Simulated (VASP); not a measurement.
A run of VASP 6.6.1 is set up as follows.

File INCAR:

```
ALGO = Normal
EDIFF = 1E-7
ENCUT = 520
GGA = PS
ISIF = 2
ISMEAR = -1
LASPH = True
LCHARG = False
LREAL = False
LWAVE = False
NBANDS = 11
NELM = 80
PREC = Accurate
SIGMA = 0.1
```

Contents of KPOINTS:

```
k-points
0
Gamma
  22 22 12
```

Contents of POSCAR:

```
Si
1.0
    2.5911088102      0.0000000000      0.0000000000
   -1.2955544051      2.2439660536      0.0000000000
    0.0000000000      0.0000000000      4.4054321190
Si
2
Direct
    0.3333333333      0.6666666667      0.2500000000
    0.6666666667      0.3333333333      0.7500000000
```

Potentials or basis: VASP PAW PBE potentials, release 64 (Si).

Command:

```bash
$ cat potpaw_PBE.64/Si/POTCAR > POTCAR
$ mpirun -np 1 vasp_std > vasp.out
```

Q: Estimate the band gap on the k mesh.

A: Zero (band 4 reaches 21.66 eV, above the bottom of band 5 at 8.16 eV).

Q: What does it give for the pressure?

A: 10.2 GPa.

Caveat: the PAW data sets were made with another functional, which shifts forces and pressure a little.
